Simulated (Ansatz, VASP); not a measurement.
BP in VASP and in Ansatz

```
B P
1.0
     0.00000    2.24530    2.24530
     2.24530    0.00000    2.24530
     2.24530    2.24530    0.00000
B P
1 1
Direct
  0.00000 0.00000 0.00000
  0.75000 0.75000 0.75000
```

Alike in both runs: functional LDA; k mesh 10 × 10 × 10; occupations gaussian, width 0.02 eV; no spin polarisation.

Ansatz relaxed the structure, and its values are those at the end. VASP's run is a single point on that final structure, the one shown.

|  | VASP | Ansatz |
| --- | --- | --- |
| version | VASP 6.6.1 | Ansatz 0.2.0 |
| potentials or method | VASP PAW LDA potentials, release 64 (B, P), cutoff 520 eV | scalar-relativistic, plane waves, PAW |
| valence electrons in the cell | 8 | 8 |

|  | VASP | Ansatz | Ansatz less VASP |
| --- | --- | --- | --- |
| gap on the k mesh at the Fermi level (eV) | 1.15 | 1.15 | -0.001 |
| least direct gap on the mesh (eV) | 3.43 | 3.43 | -0.003 |
| pressure (GPa) | -0.1 | 0.0 | +0.13 |

Ansatz warns that its potentials were made for another functional, while VASP's fit it. LDA's correlation is that of Perdew and Zunger in VASP and of Perdew and Wang (1992) in Ansatz.
